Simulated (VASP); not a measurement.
Ge, 2 atoms in the cell. It takes space group Fd-3m (No. 227, cubic). The conventional cell has a = 5.705 Å, b = 5.705 Å, c = 5.705 Å, α = 90.00°, β = 90.00°, γ = 90.00°. Within 3.3 Å of Ge (site symmetry -43m) lie 4 Ge at 2.47 Å. 

* Program: VASP 6.6.1
* Task: single point
* Functional: PBE
* Potentials or basis: VASP PAW PBE potentials, release 64 (Ge_d)
* Cutoff: 520 eV
* k mesh: 6 × 6 × 6
* Occupations: fermi-dirac, width 0.05 eV
* Spin: no spin polarisation
* Dipole correction: no
* Further INCAR settings: ALGO = Normal; EDIFF = 1e-06; NBANDS = 21

Potentials or basis: VASP PAW PBE potentials, release 64 (Ge_d).

Run with:

```console
$ cat potpaw_PBE.64/Ge_d/POTCAR > POTCAR
$ mpirun -np 1 vasp_std > vasp.out
```

Hardware: 1 thread of Intel(R) Xeon(R) Platinum 8259CL CPU @ 2.50GHz (Skylake/Cascade Lake), with other jobs on the host.

Task: How long does it take, and how much memory?

Result: It took 21 s on 1 thread of Intel(R) Xeon(R) Platinum 8259CL CPU @ 2.50GHz (Skylake/Cascade Lake), with other jobs on the host, peak memory 0.16 GiB. Counts: scf iterations 12, k points 16.
